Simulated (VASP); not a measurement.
Wanted: the native input for a VASP 6.6.1 run.

* Task: relaxation of cell and atoms
* Functional: PBE
* Potentials or basis: VASP PAW PBE potentials, release 64 (Al, In_d, As)
* Cutoff: 600 eV
* k mesh: 8 × 8 × 4
* Occupations: gaussian, width 0.02 eV
* Spin: no spin polarisation
* Dipole correction: no
* Further INCAR settings: ALGO = Normal; EDIFF = 1e-07; IBRION = 2; EDIFFG = -0.01; NSW = 100; ISIF = 3

The structure of Al3InAs4 lies in POSCAR:

```
Al3InAs4
1.0
    4.1423647186      0.0000000000      0.0000000000
    0.0000000000      4.1423647186      0.0000000000
    0.0000000000      0.0000000000     11.5792581871
Al In As
3 1 4
Direct
    0.0000000000      0.0000000000      0.7406687396
    0.5000000000      0.5000000000      0.5000000000
    0.0000000000      0.0000000000      0.2593312604
    0.5000000000      0.5000000000      0.0000000000
    0.5000000000      0.0000000000      0.6203206934
    0.0000000000      0.5000000000      0.3796793066
    0.5000000000      0.0000000000      0.1410690049
    0.0000000000      0.5000000000      0.8589309951
```

The input as run:

INCAR

```
SYSTEM = Al3InAs4
PREC = Accurate ; ENCUT = 600
EDIFF = 1E-7 ; ISMEAR = 0
SIGMA = 0.02 ; LREAL = .False.
LASPH = .True. ; NELM = 100
ALGO = Normal ; ISIF = 3
LWAVE = .False. ; LCHARG = .False.
GGA = PE ; IBRION = 2
NSW = 100 ; EDIFFG = -0.01
```

KPOINTS

```
regular mesh
0
Gamma
  8 8 4
  0 0 0
```

Potentials or basis: VASP PAW PBE potentials, release 64 (Al, In_d, As).

Launch:

```console
$ cat potpaw_PBE.64/Al/POTCAR potpaw_PBE.64/In_d/POTCAR potpaw_PBE.64/As/POTCAR > POTCAR
$ mpirun -np 1 vasp_std > vasp.out
```

It gave:

| Property | Result |
| --- | --- |
| Relaxed volume | 24.92 Å³/atom |
| Relaxed cell | a = 4.128 Å, b = 4.128 Å, c = 11.702 Å, α = 90.00°, β = 90.00°, γ = 90.00° |
| Space group after relaxing (to 0.1 Å) | P-4m2 (No. 115) |
| Energy gained by relaxing | 0.5 meV/atom |
| Ionic steps | 7 |
| Pressure after relaxing | 0.0 GPa |
| Largest force after relaxing | 0.005 eV/Å |
| Band gap on the k mesh | 1.02 eV |

Caveat: spin-orbit coupling is left out, which moves the levels of the heavy elements.

It took 13 min on 1 thread of Intel(R) Xeon(R) Platinum 8488C (Sapphire Rapids) (shared host), peak memory 0.56 GiB.
